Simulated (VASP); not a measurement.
# Ta in VASP: single point with PBEsol

Aim: the single point of Ta with PBEsol.

Everything below comes from runs of VASP 6.6.1. Logs are shortened: lines on timing, memory, paths and dates and some standing lists are left out, and cuts for length are marked.

## Step 1: The cell of the first run

The cell holds a slab with vacuum, 8 atoms: a = 4.639 Å, b = 4.639 Å, c = 23.629 Å, α = 90.00°, β = 90.00°, γ = 120.00°.

## Step 2: Single point, PBEsol

INCAR

```
SYSTEM = Ta
PREC = Accurate ; ENCUT = 520
EDIFF = 1E-6 ; ISMEAR = 0
SIGMA = 0.1 ; LREAL = .False.
LASPH = .True. ; NELM = 60
ALGO = Normal ; ISIF = 2
LWAVE = .False. ; LCHARG = .True.
LDIPOL = .True. ; IDIPOL = 3
DIPOL = 0.5 0.5 0.498 ; GGA = PS
LELF = .True. ; LVHAR = .True.
LVACPOTAV = .True. ; NBANDS = 54
```

KPOINTS

```
regular mesh
0
Gamma
  6 6 1
  0 0 0
```

POSCAR

```
Ta
1.0
    4.6393552032      0.0000000000      0.0000000000
   -2.3196776016      4.0177994632      0.0000000000
    0.0000000000      0.0000000000     23.6290309070
Ta
8
Direct
    0.6666666667      0.3333333333      0.3597269830
    0.3333333333      0.6666666667      0.3998049879
    0.0000000000      0.0000000000      0.4398829927
    0.6666666667      0.3333333333      0.4799609976
    0.3333333333      0.6666666667      0.5156858146
    0.0000000000      0.0000000000      0.5628320797
    0.6666666667      0.3333333333      0.5975328114
    0.3333333333      0.6666666667      0.6257536901
```

Potentials or basis: VASP PAW PBE potentials, release 64 (Ta_pv).

Launch:

```bash
$ cat potpaw_PBE.64/Ta_pv/POTCAR > POTCAR
$ mpirun -np 1 vasp_std > vasp.out
```

OUTCAR:

```text
SYSTEM = Ta
   PREC = Accurate
   ENCUT = 520
   EDIFF = 1E-6
   ISMEAR = 0
   LREAL = .False.
   LASPH = .True.
   NELM = 60
   ISIF = 2
   GGA = PS

 ion  position               nearest neighbor table
   1  0.667  0.333  0.360-   2 2.84   2 2.84   2 2.84   4 2.84   3 3.28   3 3.28   3 3.28
   2  0.333  0.667  0.400-   5 2.74   3 2.84   3 2.84   3 2.84   1 2.84   1 2.84   1 2.84   4 3.28
                             4 3.28   4 3.28
   3  0.000  0.000  0.440-   2 2.84   2 2.84   2 2.84   4 2.84   4 2.84   4 2.84   6 2.91   5 3.22
                             5 3.22   5 3.22   1 3.28   1 3.28   1 3.28
   4  0.667  0.333  0.480-   7 2.78   5 2.81   5 2.81   5 2.81   3 2.84   3 2.84   3 2.84   1 2.84
                             2 3.28   2 3.28   2 3.28   6 3.32   6 3.32   6 3.32
   5  0.333  0.667  0.516-   8 2.60   2 2.74   4 2.81   4 2.81   4 2.81   6 2.90   6 2.90   6 2.90
                             3 3.22   3 3.22   3 3.22   7 3.30   7 3.30   7 3.30
   6  0.000  0.000  0.563-   7 2.80   7 2.80   7 2.80   5 2.90   5 2.90   5 2.90   3 2.91   8 3.06
                             8 3.06   8 3.06   4 3.32   4 3.32   4 3.32
   7  0.667  0.333  0.598-   8 2.76   8 2.76   8 2.76   4 2.78   6 2.80   6 2.80   6 2.80   5 3.30
                             5 3.30   5 3.30
   8  0.333  0.667  0.626-   5 2.60   7 2.76   7 2.76   7 2.76   6 3.06   6 3.06   6 3.06

  LATTYP: Found a hexagonal cell.
 ALAT       =     4.6393552032
 C/A-ratio  =     5.0931713292

  Lattice vectors:

 A1 = (   4.6393552032,   0.0000000000,   0.0000000000)
 A2 = (  -2.3196776016,   4.0177994632,   0.0000000000)
 A3 = (   0.0000000000,   0.0000000000,  23.6290309070)

Analysis of symmetry for initial positions (statically):
=====================================================================
 Subroutine PRICEL returns:
 Original cell was already a primitive cell.

 Routine SETGRP: Setting up the symmetry group for a
 hexagonal supercell.

 Subroutine GETGRP returns: Found  6 space group operations
 (whereof  6 operations were pure point group operations)
 out of a pool of 24 trial point group operations.

The static configuration has the point symmetry C_3v.

Analysis of symmetry for dynamics (positions and initial velocities):
=====================================================================
 Subroutine PRICEL returns:
 Original cell was already a primitive cell.

 Routine SETGRP: Setting up the symmetry group for a
 hexagonal supercell.

 Subroutine GETGRP returns: Found  6 space group operations
 (whereof  6 operations were pure point group operations)
 out of a pool of 24 trial point group operations.

The dynamic configuration has the point symmetry C_3v.

 Subroutine INISYM returns: Found  6 space group operations
 (whereof  6 operations are pure point group operations),
 and found     1 'primitive' translations

----------------------------------------------------------------------------------------

                                     Primitive cell

  volume of cell :     440.4451

  direct lattice vectors                    reciprocal lattice vectors
     4.639355203  0.000000000  0.000000000     0.215547195  0.124446231  0.000000000
    -2.319677602  4.017799463  0.000000000     0.000000000  0.248892462  0.000000000
     0.000000000  0.000000000 23.629030907     0.000000000  0.000000000  0.042320822

  length of vectors
     4.639355203  4.639355203 23.629030907     0.248892462  0.248892462  0.042320822

  position of ions in fractional coordinates (direct lattice)
     0.666666667  0.333333333  0.359726983
     0.333333333  0.666666667  0.399804988
     0.000000000  0.000000000  0.439882993
     0.666666667  0.333333333  0.479960998
     0.333333333  0.666666667  0.515685815
     0.000000000  0.000000000  0.562832080
     0.666666667  0.333333333  0.597532811
     0.333333333  0.666666667  0.625753690

  ion indices of the primitive-cell ions
   primitive index   ion index
                 1           1
                 2           2
                 3           3
                 4           4
                 5           5
                 6           6
                 7           7
                 8           8

----------------------------------------------------------------------------------------

 KPOINTS: regular mesh

Automatic generation of k-mesh.
 Grid dimensions read from file:
 generate k-points for:    6    6    1

 Generating k-lattice:

  Cartesian coordinates                     Fractional coordinates (reciprocal lattice)
     0.035924532  0.020741038  0.000000000     0.166666667  0.000000000  0.000000000
     0.000000000  0.041482077  0.000000000     0.000000000  0.166666667  0.000000000
     0.000000000  0.000000000  0.042320822     0.000000000  0.000000000  1.000000000

  Length of vectors
     0.041482077  0.041482077  0.042320822

  Shift w.r.t. Gamma in fractional coordinates (k-lattice)
     0.000000000  0.000000000  0.000000000

 Subroutine IBZKPT returns following result:
 ===========================================

 Found      7 irreducible k-points:

 Following reciprocal coordinates:
            Coordinates               Weight
  0.000000  0.000000  0.000000      1.000000
  0.166667 -0.000000  0.000000      6.000000
  0.333333 -0.000000  0.000000      6.000000
  0.500000 -0.000000  0.000000      3.000000
  0.166667  0.166667  0.000000      6.000000
  0.333333  0.166667  0.000000     12.000000
  0.333333  0.333333  0.000000      2.000000
   k-points           NKPTS =      7   k-points in BZ     NKDIM =      7   number of bands    NBANDS=     54
   number of dos      NEDOS =    301   number of ions     NIONS =      8
   total plane-waves  NPLWV = 233280
   dimension x,y,z NGX =    36 NGY =   36 NGZ =  180
   dimension x,y,z NGXF=    72 NGYF=   72 NGZF=  360
   ions per type =               8
   NGX,Y,Z   is equivalent  to a cutoff of  12.90, 12.90, 12.66 a.u.
   NGXF,Y,Z  is equivalent  to a cutoff of  25.80, 25.80, 25.33 a.u.
 SYSTEM =  Ta
   PREC   = accura    normal or accurate (medium, high low for compatibility)
   ISTART =      0    job   : 0-new  1-cont  2-samecut
   ICHARG =      2    charge: 1-file 2-atom 10-const
   ISPIN  =      1    spin polarized calculation?
   LNONCOLLINEAR =      F non collinear calculations
   LSORBIT =      F    spin-orbit coupling
   LASPH  =      T    aspherical Exc in radial PAW
   ENCUT  =  520.0 eV  38.22 Ry    6.18 a.u.   8.63  8.63 43.93*2*pi/ulx,y,z
   NELM   =     60;   NELMIN=  2; NELMDL= -5     # of ELM steps
   EDIFF  = 0.1E-05   stopping-criterion for ELM
   LREAL  =      F    real-space projection
   EDIFFG = 0.1E-04   stopping-criterion for IOM
   NSW    =      0    number of steps for IOM
   IBRION =     -1    ionic relax: 0-MD 1-quasi-New 2-CG
   NFREE  =      0    steps in history (QN), initial steepest desc. (CG)
   ISIF   =      2    stress and relaxation
   ISYM   =      2    0-nonsym 1-usesym 2-fastsym
   POTIM  = 0.5000    time-step for ionic-motion
   TEBEG  =    0.0;   TEEND  =   0.0 temperature during run
   PSTRESS=    0.0 pullay stress
   NELECT =      88.0000    total number of electrons
   NUPDOWN=      -1.0000    fix difference up-down
   EMIN   =  10.00;   EMAX   =-10.00  energy-range for DOS
   EFERMI =   0.00;   METHOD = LEGACY
   ISMEAR =     0;   SIGMA  =   0.10  broadening in eV -4-tet -1-fermi 0-gaus
   EFERMI_NEDOS =   21; number of points for ismear=-14 and -15
   IALGO  =     38    algorithm
   IMIX   =      4    mixing-type and parameters
     AMIX     =   0.40;   BMIX     =  1.00
     AMIX_MAG =   1.60;   BMIX_MAG =  1.00
  volume/ion in A,a.u.               =      55.06       371.53
  Fermi-wavevector in a.u.,A,eV,Ry     =   0.957058  1.808578 12.462404  0.915961
  Thomas-Fermi vector in A             =   2.086042
   LORBIT       =      0    0 simple, 1 ext, 2 COOP (PROOUT), +10 PAW based schemes
   GGA     = PS    functional components
   LHFCALC =     F    Hartree Fock is set to
   AEXX    =    0.0000 exact exchange contribution
   IVDW    =     0    specifies the selected vdW correction
   LEPSILON=     F    determine dielectric tensor
   LRPA    =     F    only Hartree local field effects (RPA)
 non-spin polarized calculation
 Gauss-broadening in eV      SIGMA  =   0.10
  energy-cutoff  :      520.00
  volume of cell :      440.45
 maximum number of plane-waves:     11925
 NGX is ok and might be reduce to    36
   NGX = 17   NGY = 17   NGZ = 87

 dipolmoment           0.000000      0.000000     -0.013069 electrons x Angstroem

 number of electron      88.0000011 magnetization

 dipolmoment           0.000000      0.000000      0.046812 electrons x Angstroem

 Free energy of the ion-electron system (eV)
  ---------------------------------------------------
  ext. energy  EPLUGINS =         0.00000000
  ---------------------------------------------------
  free energy    TOTEN  =       -93.02348730 eV

  energy without entropy =      -92.97776931  energy(sigma->0) =      -93.00062831

 E-fermi :  -0.5903     XC(G=0):  -5.0721

 val. band max:       -0.5990907967   @ k =   0.3333   0.3333   0.0000
 cond. band min:      -0.5346539718   @ k =   0.3333  -0.0000   0.0000
 fundamental gap:      0.0644368249
 Fermi energy:        -0.5903062302

 k-point     1 :       0.0000    0.0000    0.0000
  band No.  band energies     occupation
      1     -35.2107      2.00000
      2     -35.0492      2.00000
      3     -34.9842      2.00000
      4     -34.9842      2.00000
      5     -34.8279      2.00000
      6     -34.8279      2.00000
[... 46 lines left out ...]
     53       1.9394      0.00000
     54       1.9394      0.00000

 k-point     2 :       0.1667   -0.0000    0.0000
  band No.  band energies     occupation
      1     -35.2191      2.00000
      2     -35.0719      2.00000
      3     -35.0089      2.00000
      4     -34.9886      2.00000
      5     -34.9252      2.00000
      6     -34.8759      2.00000
[... 46 lines left out ...]
     53       1.6635      0.00000
     54       1.7351      0.00000

 k-point     3 :       0.3333   -0.0000    0.0000
  band No.  band energies     occupation
      1     -35.2387      2.00000
      2     -35.1176      2.00000
      3     -35.0651      2.00000
      4     -35.0166      2.00000
      5     -34.9817      2.00000
      6     -34.8473      2.00000
[... 46 lines left out ...]
     53       1.4985      0.00000
     54       1.8959      0.00000

 k-point     4 :       0.5000   -0.0000    0.0000
  band No.  band energies     occupation
      1     -35.2499      2.00000
      2     -35.1364      2.00000
      3     -35.0969      2.00000
      4     -35.0438      2.00000
      5     -34.9751      2.00000
      6     -34.8300      2.00000
[... 46 lines left out ...]
     53       1.8354      0.00000
     54       1.9879      0.00000

 k-point     5 :       0.1667    0.1667    0.0000
  band No.  band energies     occupation
      1     -35.2340      2.00000
      2     -35.1139      2.00000
      3     -35.0334      2.00000
      4     -34.9864      2.00000
      5     -34.9586      2.00000
      6     -34.9055      2.00000
[... 46 lines left out ...]
     53       1.5246      0.00000
     54       1.7065      0.00000

 k-point     6 :       0.3333    0.1667    0.0000
  band No.  band energies     occupation
      1     -35.2505      2.00000
      2     -35.1485      2.00000
      3     -35.0580      2.00000
      4     -35.0005      2.00000
      5     -34.9691      2.00000
      6     -34.8601      2.00000
[... 46 lines left out ...]
     53       1.4039      0.00000
     54       1.5639      0.00000

 k-point     7 :       0.3333    0.3333    0.0000
  band No.  band energies     occupation
      1     -35.2564      2.00000
      2     -35.1621      2.00000
      3     -35.0492      2.00000
      4     -34.9642      2.00000
      5     -34.9513      2.00000
      6     -34.8032      2.00000
[... 46 lines left out ...]
     53       1.1948      0.00000
     54       1.2310      0.00000

------------------------ aborting loop because EDIFF is reached ----------------------------------------

  FORCE on cell =-STRESS in cart. coord.  units (eV):
  Direction    XX          YY          ZZ          XY          YZ          ZX
  --------------------------------------------------------------------------------------
  -------------------------------------------------------------------------------------
  Total       -6.7153271     -6.7153271     -4.3049938     -0.0000000      0.0000000      0.0000000
  in kB      -24.4278905    -24.4278905    -15.6599842     -0.0000000      0.0000000      0.0000000
  external PRESSURE =     -21.5052550 kB  Pullay stress =       0.0000000 kB

 VOLUME and BASIS-vectors are now :
 -----------------------------------------------------------------------------
  energy-cutoff  :      520.00
  volume of cell :      440.45
      direct lattice vectors                 reciprocal lattice vectors
     4.639355203  0.000000000  0.000000000     0.215547195  0.124446231  0.000000000
    -2.319677602  4.017799463  0.000000000     0.000000000  0.248892462  0.000000000
     0.000000000  0.000000000 23.629030907     0.000000000  0.000000000  0.042320822

 POSITION                                       TOTAL-FORCE (eV/Angst)
 -----------------------------------------------------------------------------------
      2.31968      1.33927      8.50000        -0.000000      0.000000      1.932551
     -0.00000      2.67853      9.44700         0.000000     -0.000000      0.015696
      0.00000      0.00000     10.39401        -0.000000      0.000000     -1.190835
      2.31968      1.33927     11.34101        -0.000000      0.000000     -0.821048
     -0.00000      2.67853     12.18516         0.000000     -0.000000      0.017029
      0.00000      0.00000     13.29918        -0.000000      0.000000      0.015790
      2.31968      1.33927     14.11912        -0.000000      0.000000      0.025586
     -0.00000      2.67853     14.78595         0.000000      0.000000      0.005232
 -----------------------------------------------------------------------------------
    total drift:                               -0.000000      0.000000      0.000073

  FREE ENERGIE OF THE ION-ELECTRON SYSTEM (eV)
  ---------------------------------------------------
  free  energy   TOTEN  =       -93.0234872953 eV

  energy  without entropy=      -92.9777693148  energy(sigma->0) =      -93.00062831

 vacuum level on the upper side and lower side of the slab         3.311         2.857
```

Run time: 4.6 min. Hardware: 1 thread of Intel Xeon 6975P-C (Granite Rapids), shared host; peak memory 0.55 GiB.

Results:

| Property | Result |
| --- | --- |
| Free energy | -93.0235 eV |
| Largest force | 1.933 eV/Å |
| Band gap on the k mesh | zero (bands 44 and 45 overlap by 0.41 eV) |

Forces in eV/Å, atoms in the order of the input:
```
Ta   0.000  0.000  1.933
Ta   0.000  0.000  0.016
Ta   0.000  0.000 -1.191
Ta   0.000  0.000 -0.821
Ta   0.000  0.000  0.017
Ta   0.000  0.000  0.016
Ta   0.000  0.000  0.026
Ta   0.000  0.000  0.005
```

Levels at points of the mesh, in eV from the Fermi level:
| k point | band 40 | band 41 | band 42 | band 43 | band 44 | band 45 | band 46 | band 47 | band 48 | band 49 |
| --- | --- | --- | --- | --- | --- | --- | --- | --- | --- | --- |
| (0.00, 0.00, 0.00) | -0.99 | -0.64 | -0.64 | -0.25 | -0.23 | -0.23 | 0.09 | 0.36 | 0.36 | 0.73 |
| (0.50, 0.00, 0.00) | -0.99 | -0.76 | -0.68 | -0.64 | -0.36 | -0.35 | 0.38 | 0.74 | 0.76 | 1.22 |

Caveat: the PAW data sets were made with another functional, which shifts forces and pressure a little; spin-orbit coupling is left out, which moves the levels of the heavy elements.

The gap in the log of VASP goes by the Fermi energy; the results here count the filled bands.